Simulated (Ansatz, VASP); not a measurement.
Two plane-wave programs on SnO2

INCAR

```
ALGO = Normal
EDIFF = 1E-6
ENCUT = 520
GGA = CA
ISIF = 2
ISMEAR = 0
LASPH = True
LCHARG = True
LELF = True
LREAL = False
LVHAR = True
LWAVE = False
NBANDS = 35
NELM = 100
PREC = Accurate
SIGMA = 0.05
```

Contents of KPOINTS:

```
k-points
0
Gamma
  10 10 10
```

POSCAR

```
SnO2
1.0
   -1.8272239936      1.8272239936      4.8865610787
    1.8272239936     -1.8272239936      4.8865610787
    1.8272239936      1.8272239936     -4.8865610787
Sn O
2 4
Direct
    0.7500000000      0.2500000000      0.5000000000
    0.0000000000      0.0000000000      0.0000000000
    0.7969975834      0.7969975834      0.0000000000
    0.9530024166      0.4530024166      0.5000000000
    0.2030024166      0.2030024166      0.0000000000
    0.5469975834      0.0469975834      0.5000000000
```

Input for Ansatz:

```yaml
crystal:
  lattice:
    - [-1.8272239936, 1.8272239936, 4.8865610787]
    - [1.8272239936, -1.8272239936, 4.8865610787]
    - [1.8272239936, 1.8272239936, -4.8865610787]
  atoms:
    - { symbol: Sn, position: [0.75, 0.25, 0.5] }
    - { symbol: Sn, position: [0.0, 0.0, 0.0] }
    - { symbol: O, position: [0.7969975834, 0.7969975834, 0.0] }
    - { symbol: O, position: [0.9530024166, 0.4530024166, 0.5] }
    - { symbol: O, position: [0.2030024166, 0.2030024166, 0.0] }
    - { symbol: O, position: [0.5469975834, 0.0469975834, 0.5] }
basis:
  ecutwfc: 420
kpoints:
  mp_grid: { grid: [10, 10, 10] }
hamiltonian:
  xc: lda
scf:
  occupations: { method: gaussian, width: 0.05 }
output:
  forces: true
  stress: true
  eigenvalues: true
```

Change from the starting cell: strain -0.080 along x and y, -0.040 along z, atoms carried along.

Alike in both runs: task single point; functional LDA; k mesh 10 × 10 × 10; occupations gaussian, width 0.05 eV; no spin polarisation.

|  | VASP | Ansatz |
| --- | --- | --- |
| version | VASP 6.6.1 | Ansatz 0.2.0 |
| potentials or method | VASP PAW LDA potentials, release 64 (Sn_d, O), cutoff 520 eV | scalar-relativistic, plane waves, PAW |
| valence electrons in the cell | 52 | 52 |

|  | VASP | Ansatz | Ansatz less VASP |
| --- | --- | --- | --- |
| gap on the k mesh at the Fermi level (eV) | 3.80 | 3.77 | -0.035 |
| least direct gap on the mesh (eV) | 4.67 | 4.63 | -0.040 |
| pressure (GPa) | 64.2 | 62.5 | -1.73 |
| traceless stress, the component that is largest in VASP (GPa) | -7.26 | -7.65 | -0.398 |
| rms of the force components (eV/Å) | 0.325 | 0.297 | -0.0275 |

LDA's correlation is that of Perdew and Zunger in VASP and of Perdew and Wang (1992) in Ansatz. Atom by atom the forces differ by 0.027 eV/Å (rms over components). Both programs put the cell under a high pressure, so it lies far from rest at this level.

Noted on VASP's run: the cell as given lies far from equilibrium.
